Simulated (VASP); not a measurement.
Ta16Si, 17 atoms in the cell. The cell holds a slab with vacuum, 17 atoms: a = 6.638 Å, b = 6.638 Å, c = 20.300 Å, α = 90.00°, β = 90.00°, γ = 90.00°. 

```yaml
Program: VASP 6.6.1
Task: single point
Functional: PBE
Potentials_or_basis: VASP PAW PBE potentials, release 64 (Ta_pv, Si)
Cutoff: 520 eV
k_mesh: 4 × 4 × 1
Occupations: gaussian, width 0.1 eV
Spin: no spin polarisation
Dipole_correction: yes
Further_INCAR_settings: LREAL = Auto; ALGO = Normal; EDIFF = 1e-06; NBANDS = 104
```

Potentials or basis: VASP PAW PBE potentials, release 64 (Ta_pv, Si).

Run with:

```bash
$ cat potpaw_PBE.64/Ta_pv/POTCAR potpaw_PBE.64/Si/POTCAR > POTCAR
$ mpirun -np 1 vasp_std > vasp.out
```

Hardware: 1 thread of Intel(R) Xeon(R) 6975P-C (Granite Rapids), on a shared host.

Q: How long does it take, and how much memory?

A: Run time: 16 min on 1 thread of Intel(R) Xeon(R) 6975P-C (Granite Rapids), with other jobs on the host, peak memory 0.96 GiB. Counts: scf iterations 30, k points 6.
